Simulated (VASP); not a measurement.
# Sn (Immm) in VASP: a series of runs

The runs below take Sn through single point, with LDA.

Program: VASP 6.6.1. These are calculated values, not measurements. Logs are shortened: lines on timing, memory, paths and dates and some standing lists are left out, and cuts for length are marked.

## Step 1: The cell of the first run

The structure is orthorhombic, space group Immm (No. 71). Conventional cell: a = 3.720 Å, b = 3.825 Å, c = 4.030 Å, α = 90.00°, β = 90.00°, γ = 90.00°. Within 4.4 Å of Sn (site symmetry mmm) lie 14 Sn at 3.34 to 4.03 Å.

## Step 2: Single point, LDA

Input file INCAR:

```
SYSTEM = Sn
PREC = Accurate
ENCUT = 520
EDIFF = 1E-6
ISMEAR = 0
SIGMA = 0.15
LREAL = .FALSE.
LASPH = .TRUE.
NELM = 60
ALGO = Fast
ISIF = 2
LWAVE = .FALSE.
LCHARG = .TRUE.
LELF = .TRUE.
LVHAR = .TRUE.
NBANDS = 13
```

Input file KPOINTS:

```
Automatic mesh
0
G
  22 22 22
  0 0 0
```

Input file POSCAR:

```
Sn
1.0
   -1.8598577576      1.9126500253      2.0151220488
    1.8598577576     -1.9126500253      2.0151220488
    1.8598577576      1.9126500253     -2.0151220488
Sn
1
Direct
    0.0000000000      0.0000000000      0.0000000000
```

Potentials or basis: VASP PAW LDA potentials, release 64 (Sn_d).

Command:

```bash
$ cat potpaw_LDA.64/Sn_d/POTCAR > POTCAR
$ mpirun -np 1 vasp_std > vasp.out
```

OUTCAR:

```text
SYSTEM = Sn
   PREC = Accurate
   ENCUT = 520
   EDIFF = 1E-6
   ISMEAR = 0
   LREAL = .FALSE.
   LASPH = .TRUE.
   NELM = 60
   ISIF = 2

 ion  position               nearest neighbor table
   1  0.000  0.000  0.000-

  LATTYP: Found a body centered orthorhombic cell.
 ALAT       =     3.7197155152
 B/A-ratio  =     1.0283851104
 C/A-ratio  =     1.0834818096

  Lattice vectors:

 A1 = (  -1.8598577576,   1.9126500253,   2.0151220488)
 A2 = (   1.8598577576,  -1.9126500253,   2.0151220488)
 A3 = (   1.8598577576,   1.9126500253,  -2.0151220488)

Analysis of symmetry for initial positions (statically):
=====================================================================
 Subroutine PRICEL returns:
 Original cell was already a primitive cell.

 Routine SETGRP: Setting up the symmetry group for a
 body centered orthorhombic supercell.

 Subroutine GETGRP returns: Found  8 space group operations
 (whereof  8 operations were pure point group operations)
 out of a pool of  8 trial point group operations.

The static configuration has the point symmetry D_2h.

Analysis of symmetry for dynamics (positions and initial velocities):
=====================================================================
 Subroutine PRICEL returns:
 Original cell was already a primitive cell.

 Routine SETGRP: Setting up the symmetry group for a
 body centered orthorhombic supercell.

 Subroutine GETGRP returns: Found  8 space group operations
 (whereof  8 operations were pure point group operations)
 out of a pool of  8 trial point group operations.

The dynamic configuration has the point symmetry D_2h.

 Subroutine INISYM returns: Found  8 space group operations
 (whereof  8 operations are pure point group operations),
 and found     1 'primitive' translations

----------------------------------------------------------------------------------------

                                     Primitive cell

  volume of cell :      28.6732

  direct lattice vectors                    reciprocal lattice vectors
    -1.859857758  1.912650025  2.015122049     0.000000000  0.261417402  0.248123929
     1.859857758 -1.912650025  2.015122049     0.268837764  0.000000000  0.248123929
     1.859857758  1.912650025 -2.015122049     0.268837764  0.261417402  0.000000000

  length of vectors
     3.343354284  3.343354284  3.343354284     0.360422727  0.365840440  0.374983734

  position of ions in fractional coordinates (direct lattice)
[... 86 lines left out ...]
   TEBEG  =    0.0;   TEEND  =   0.0 temperature during run
   PSTRESS=    0.0 pullay stress
   NELECT =      14.0000    total number of electrons
   NUPDOWN=      -1.0000    fix difference up-down
   EMIN   =  10.00;   EMAX   =-10.00  energy-range for DOS
   EFERMI =   0.00;   METHOD = LEGACY
   ISMEAR =     0;   SIGMA  =   0.15  broadening in eV -4-tet -1-fermi 0-gaus
   EFERMI_NEDOS =   21; number of points for ismear=-14 and -15
   IALGO  =     68    algorithm
   IMIX   =      4    mixing-type and parameters
     AMIX     =   0.40;   BMIX     =  1.00
     AMIX_MAG =   1.60;   BMIX_MAG =  1.00
  volume/ion in A,a.u.               =      28.67       193.50
  Fermi-wavevector in a.u.,A,eV,Ry     =   1.289116  2.436076 22.610433  1.661820
  Thomas-Fermi vector in A             =   2.421028
   LORBIT       =      0    0 simple, 1 ext, 2 COOP (PROOUT), +10 PAW based schemes
   GGA     = CA    functional components
   LHFCALC =     F    Hartree Fock is set to
   AEXX    =    0.0000 exact exchange contribution
   IVDW    =     0    specifies the selected vdW correction
   LEPSILON=     F    determine dielectric tensor
   LRPA    =     F    only Hartree local field effects (RPA)
 non-spin polarized calculation
 RMM-DIIS sequential band-by-band and
 Gauss-broadening in eV      SIGMA  =   0.15
  energy-cutoff  :      520.00
  volume of cell :       28.67
 maximum number of plane-waves:       787
 NGX is ok and might be reduce to    28

 number of electron      14.0000000 magnetization

 Free energy of the ion-electron system (eV)
  ---------------------------------------------------
  ext. energy  EPLUGINS =         0.00000000
  ---------------------------------------------------
  free energy    TOTEN  =        -4.38969133 eV

  energy without entropy =       -4.38263439  energy(sigma->0) =       -4.38616286

 E-fermi :   7.1784     XC(G=0): -10.3554

 val. band max:        7.1778906449   @ k =   0.2273   0.3182   0.1818
 cond. band min:       7.1821861419   @ k =   0.5000  -0.4545   0.2273
 fundamental gap:      0.0042954970
 Fermi energy:         7.1784349289

 k-point     1 :       0.0000    0.0000    0.0000
  band No.  band energies     occupation
      1     -14.2507      2.00000
      2     -14.2434      2.00000
      3     -14.2325      2.00000
      4     -14.1412      2.00000
      5     -14.1133      2.00000
      6      -3.5448      2.00000
      7      14.3373      0.00000
      8      14.4666      0.00000
      9      14.7179      0.00000
     10      18.8076      0.00000
     11      18.9534      0.00000
     12      19.5171      0.00000
     13      19.5306      0.00000
[... 354 lines left out ...]
  band No.  band energies     occupation
      1     -14.2694      2.00000
      2     -14.2212      2.00000
      3     -14.1485      2.00000
      4     -14.1283      2.00000
      5     -14.0613      2.00000
      6       0.5072      2.00000
      7       3.0955      2.00000
      8      10.7608      0.00000
      9      12.6900      0.00000
     10      15.6971      0.00000
     11      16.3613      0.00000
     12      20.0953      0.00000
     13      22.5722      0.00000

 [... further k-points ...]

------------------------ aborting loop because EDIFF is reached ----------------------------------------

  FORCE on cell =-STRESS in cart. coord.  units (eV):
  Direction    XX          YY          ZZ          XY          YZ          ZX
  --------------------------------------------------------------------------------------
  -------------------------------------------------------------------------------------
  Total       -1.0279609     -0.9038263     -0.8532027      0.0000000      0.0000000      0.0000000
  in kB      -57.4394935    -50.5032075    -47.6745081      0.0000000      0.0000000      0.0000000
  external PRESSURE =     -51.8724031 kB  Pullay stress =       0.0000000 kB

 VOLUME and BASIS-vectors are now :
 -----------------------------------------------------------------------------
  energy-cutoff  :      520.00
  volume of cell :       28.67
      direct lattice vectors                 reciprocal lattice vectors
    -1.859857758  1.912650025  2.015122049     0.000000000  0.261417402  0.248123929
     1.859857758 -1.912650025  2.015122049     0.268837764  0.000000000  0.248123929
     1.859857758  1.912650025 -2.015122049     0.268837764  0.261417402  0.000000000

 POSITION                                       TOTAL-FORCE (eV/Angst)
 -----------------------------------------------------------------------------------
      0.00000      0.00000      0.00000         0.000000     -0.000000     -0.000000
 -----------------------------------------------------------------------------------
    total drift:                               -0.000000     -0.000000     -0.000000

  FREE ENERGIE OF THE ION-ELECTRON SYSTEM (eV)
  ---------------------------------------------------
  free  energy   TOTEN  =        -4.3896913324 eV

  energy  without entropy=       -4.3826343947  energy(sigma->0) =       -4.38616286
```

stdout:

```text
POSCAR found type information on POSCAR Sn
 POSCAR found :  1 types and       1 ions
 scaLAPACK will be used
 LDA part: xc-table for (Slater(with rela. corr.)+CA(PZ))
 , standard interpolation
 POSCAR, INCAR and KPOINTS ok, starting setup
 FFT: planning ... GRIDC
 FFT: planning ... GRID_SOFT
 FFT: planning ... GRID
 WAVECAR not read
 entering main loop
WARNING in EDDRMM: call to ZHEGV failed, returncode =   8  4     11
WARNING in EDDRMM: call to ZHEGV failed, returncode =   8  4     11
WARNING in EDDRMM: call to ZHEGV failed, returncode =   6  3     10
WARNING in EDDRMM: call to ZHEGV failed, returncode =   6  3     11
WARNING in EDDRMM: call to ZHEGV failed, returncode =   8  4     10
WARNING in EDDRMM: call to ZHEGV failed, returncode =   6  3     10
WARNING in EDDRMM: call to ZHEGV failed, returncode =   6  3     10
WARNING in EDDRMM: call to ZHEGV failed, returncode =   8  4     12
WARNING in EDDRMM: call to ZHEGV failed, returncode =   8  4     13
WARNING in EDDRMM: call to ZHEGV failed, returncode =   8  4     13
WARNING in EDDRMM: call to ZHEGV failed, returncode =   6  3      8
WARNING in EDDRMM: call to ZHEGV failed, returncode =   6  3      9
WARNING in EDDRMM: call to ZHEGV failed, returncode =   6  3     12
```

Wall time 4 min (1 thread of Intel Xeon 6975P-C (Granite Rapids), shared host); peak memory 0.58 GiB.

What came out:

```yaml
Free_energy: -4.3897 eV
Pressure: -5.2 GPa
Band_gap_on_the_k_mesh: zero (bands 7 and 8 overlap by 9.34 eV)
```

Caveat: the cell stands under tension; spin-orbit coupling is left out, which moves the levels of the heavy elements.

## Step 3: Single point, LDA

This run uses another cell than the first one, of the same volume but with other edges.

Input file INCAR:

```
ALGO = Fast
EDIFF = 1E-6
ENCUT = 520
ISIF = 2
ISMEAR = 0
LASPH = T
LCHARG = T
LELF = T
LREAL = F
LVHAR = T
LWAVE = F
NBANDS = 13
NELM = 60
PREC = Accurate
SIGMA = 0.15
```

Input file KPOINTS:

```
k-points
0
Gamma
  22 22 22
```

Input file POSCAR:

```
Sn
1.0
   -1.5819591888      1.6268632750      2.7852890075
    1.5819591888     -1.6268632750      2.7852890075
    1.5819591888      1.6268632750     -2.7852890075
Sn
1
Direct
    0.0000000000      0.0000000000      0.0000000000
```

Potentials or basis: VASP PAW LDA potentials, release 64 (Sn_d).

Command:

```bash
$ cat potpaw_LDA.64/Sn_d/POTCAR > POTCAR
$ mpirun -np 1 vasp_std > vasp.out
```

Run time: 4.1 min. Hardware: 1 thread of Intel Xeon 6975P-C (Granite Rapids), shared host; peak memory 0.58 GiB.

Results (log left out):

* Free energy: -4.3856 eV
* Pressure: -4.5 GPa
* Band gap on the k mesh: zero (bands 7 and 8 overlap by 8.84 eV)

Stress tensor (GPa, compression positive):
```
-3.13  0.00  0.00
 0.00 -4.91  0.00
 0.00  0.00 -5.50
```

Levels at points of the mesh, in eV from the Fermi level:
```
           k point  band 3  band 4  band 5  band 6  band 7  band 8  band 9  band 10  band 11  band 12
(0.00, 0.00, 0.00)  -21.40  -21.38  -21.30  -10.78    6.47    6.89    7.67    11.08    11.20    11.86
(0.50, 0.00, 0.00)  -21.37  -21.31  -21.29   -6.86   -4.32    3.33    7.23     7.56    11.25    12.40
(0.00, 0.50, 0.00)  -21.39  -21.32  -21.26   -6.53   -4.26    3.42    7.03     7.40    10.77    11.85
(0.50, 0.50, 0.00)  -21.34  -21.32  -21.20   -4.01   -2.79    0.64    2.15     4.62     5.51    16.18
(0.50, 0.50, 0.50)  -21.31  -21.30  -21.28   -6.90   -4.21    3.40    4.19     7.01     7.80    21.88
```

Caveat: the cell stands under tension; spin-orbit coupling is left out, which moves the levels of the heavy elements.
